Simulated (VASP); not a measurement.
The system is AlGa7AsP7.

```
Ga Al P As
1.0
    10.93352    0.00000    0.00000
     0.00000   10.93352    0.00000
     0.00000    0.00000   10.93352
Ga Al P As
28 4 28 4
Direct
  0.99759 0.99863 0.00375
  0.00164 0.49900 0.99639
  0.00088 0.50016 0.49758
  0.49819 0.99763 0.99934
  0.49988 0.00020 0.49562
  0.50162 0.49862 0.00376
  0.49979 0.50024 0.49876
  0.25176 0.25237 0.99913
  0.24982 0.25002 0.50153
  0.25035 0.75064 0.99833
  0.24587 0.75053 0.50170
  0.74589 0.24897 0.00203
  0.74775 0.25215 0.49879
  0.74785 0.75055 0.00317
  0.24916 0.99946 0.25190
  0.25056 0.99873 0.74775
  0.24710 0.49514 0.25300
  0.24988 0.49901 0.75088
  0.74883 0.00046 0.75191
  0.75185 0.49770 0.24762
  0.74984 0.50012 0.75358
  0.99943 0.24973 0.25332
  0.99902 0.25099 0.75035
  0.99832 0.74694 0.75221
  0.50249 0.24880 0.24863
  0.49946 0.24873 0.75270
  0.50074 0.75222 0.25064
  0.49828 0.75152 0.75148
  0.99779 0.99925 0.50136
  0.74742 0.75230 0.50022
  0.75189 0.99943 0.25040
  0.99854 0.74715 0.24717
  0.12874 0.12568 0.12482
  0.12168 0.12446 0.62654
  0.12480 0.62504 0.12292
  0.62453 0.12243 0.12425
  0.62163 0.12553 0.62502
  0.62463 0.62495 0.12268
  0.62518 0.62231 0.62437
  0.37672 0.37646 0.12380
  0.37581 0.37491 0.62413
  0.37665 0.87154 0.12371
  0.37866 0.87449 0.62370
  0.87109 0.37760 0.12738
  0.87522 0.87589 0.12569
  0.87340 0.87676 0.62828
  0.37392 0.12191 0.37297
  0.37149 0.12521 0.87214
  0.37666 0.62371 0.37845
  0.36911 0.62877 0.87668
  0.87634 0.12255 0.37524
  0.87185 0.12194 0.87290
  0.87425 0.62483 0.87704
  0.12593 0.37368 0.87548
  0.12612 0.87716 0.37521
  0.12414 0.88059 0.87133
  0.62623 0.37502 0.37733
  0.62855 0.37480 0.87715
  0.62358 0.87555 0.37365
  0.62554 0.87058 0.87910
  0.12530 0.62490 0.62355
  0.87303 0.37408 0.62370
  0.87389 0.62335 0.37565
  0.12408 0.37527 0.37657
```

| Property | Result |
| --- | --- |
| Program | VASP 6.6.1 |
| Task | relaxation of volume and atoms at fixed shape |
| Functional | PBEsol |
| Potentials or basis | VASP PAW PBE potentials, release 64 (Ga_d, Al, P, As) |
| Cutoff | 500 eV |
| k mesh | 1 × 1 × 1, shifted |
| Occupations | fermi-dirac, width 0.05 eV |
| Spin | no spin polarisation |

At the start: pressure 0.3 GPa; volume 20.42 Å³/atom.

Task: How do energy, volume and symmetry change on relaxing?

Result: Over 12 steps the energy falls by 14.0 meV/atom and the volume is 20.45 Å³/atom (+0.1 %); space group P1 (No. 1, to 0.1 Å) before, Cm (No. 8, to 0.1 Å).

The path:
| step | energy change (eV) | largest force (eV/Å) | pressure (GPa) | volume (Å³) |
| --- | --- | --- | --- | --- |
| 1 | 0.0000 | 1.6452 | 0.31 | 1307.01 |
| 2 | -0.7277 | 0.3928 | -0.35 | 1314.51 |
| 3 | -0.7489 | 0.5076 | -0.44 | 1316.05 |
| 4 | -0.8362 | 0.2372 | 0.19 | 1305.65 |
| 5 | -0.8440 | 0.1825 | 0.46 | 1301.38 |
| 6 | -0.8818 | 0.1188 | -0.03 | 1308.83 |
| 7 | -0.8826 | 0.1158 | -0.10 | 1310.04 |
| 8 | -0.8920 | 0.0552 | -0.03 | 1308.69 |
| 9 | -0.8930 | 0.0587 | 0.02 | 1308.05 |
| 10 | -0.8960 | 0.0372 | 0.02 | 1308.13 |
| 11 | -0.8969 | 0.0394 | 0.02 | 1308.19 |
| 12 | -0.8984 | 0.0184 | -0.02 | 1308.77 |

Final structure:
```
Ga Al P As
1.0
    10.93842    0.00000    0.00000
     0.00000   10.93842    0.00000
     0.00000    0.00000   10.93842
Ga Al P As
28 4 28 4
Direct
  0.00015 0.00071 0.99961
  0.00004 0.49883 0.00002
  0.99949 0.49985 0.50035
  0.49873 0.99941 0.99988
  0.49913 0.00030 0.50004
  0.49956 0.50054 0.00031
  0.49963 0.49936 0.50027
  0.25068 0.24931 0.00105
  0.25380 0.24577 0.50410
  0.24982 0.75055 0.99877
  0.25390 0.75382 0.49725
  0.74864 0.24928 0.99971
  0.74517 0.24612 0.49714
  0.74907 0.75045 0.00147
  0.25037 0.00072 0.24935
  0.25043 0.99899 0.75024
  0.25431 0.50275 0.24620
  0.25363 0.49625 0.75400
  0.74820 0.00076 0.75155
  0.74589 0.49568 0.24625
  0.74569 0.50301 0.75519
  0.99653 0.24583 0.24652
  0.00290 0.24549 0.75450
  0.99608 0.75369 0.75537
  0.49877 0.24914 0.24945
  0.50072 0.24931 0.75125
  0.49980 0.75005 0.24968
  0.49819 0.75022 0.75090
  0.99921 0.99943 0.50029
  0.74444 0.75347 0.50448
  0.74875 0.99910 0.24894
  0.00373 0.75284 0.24540
  0.12503 0.12397 0.12398
  0.12549 0.12240 0.62627
  0.12663 0.62468 0.12219
  0.62355 0.12454 0.12433
  0.62304 0.12359 0.62544
  0.62358 0.62486 0.12451
  0.62168 0.62489 0.62733
  0.37620 0.37448 0.12381
  0.37688 0.37339 0.62630
  0.37424 0.87448 0.12473
  0.37583 0.87591 0.62522
  0.87366 0.37310 0.12306
  0.87525 0.87637 0.12338
  0.87306 0.87664 0.62755
  0.37538 0.12382 0.37465
  0.37452 0.12433 0.87502
  0.37657 0.62545 0.37442
  0.37516 0.62508 0.87613
  0.87308 0.12310 0.37418
  0.87365 0.12382 0.87642
  0.87349 0.62543 0.87810
  0.12586 0.37309 0.87690
  0.12617 0.87663 0.37398
  0.12494 0.87632 0.87588
  0.62222 0.37342 0.37389
  0.62326 0.37463 0.87693
  0.62272 0.87620 0.37493
  0.62378 0.87437 0.87562
  0.12650 0.62711 0.62767
  0.87221 0.37252 0.62773
  0.87208 0.62712 0.37317
  0.12703 0.37264 0.37318
```

Caveat: the PAW data sets were made with another functional, which shifts forces and pressure a little.
